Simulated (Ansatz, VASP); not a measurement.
**ZrSiW in VASP and in Ansatz**

```
CELL_PARAMETERS angstrom
-1.67500 1.67500 4.60687
1.67500 -1.67500 4.60687
1.67500 1.67500 -4.60687
ATOMIC_POSITIONS crystal
Zr 0.33321 0.33321 0.00000
Si 0.64491 0.64491 0.00000
W 0.02188 0.02188 0.00000
```

Alike in both runs: task electric field gradients; functional PBE; k mesh 18 × 18 × 18; occupations fermi-dirac, width 0.15 eV; no spin polarisation.

```csv
,VASP,Ansatz
version,VASP 6.6.1,Ansatz 0.2.0
potentials or method,"VASP PAW PBE potentials, release 64 (Zr_sv, Si, W_sv), cutoff 520 eV","scalar-relativistic, plane waves, PAW"
valence electrons in the cell,30,30
```

```tsv
	VASP	Ansatz	Ansatz less VASP
gap on the k mesh at the Fermi level (eV)	none	none	-
pressure (GPa)	0.1	0.0	-0.09
size of Vzz on the site where it differs most (V/Å²)	6.3	43.4	+37.09
```

A gap of «none» marks a metal or a gap that the smearing closes. One of these differences is far larger than is usual between the two programs; its cause wasn't traced.

Spin-orbit coupling is off throughout.
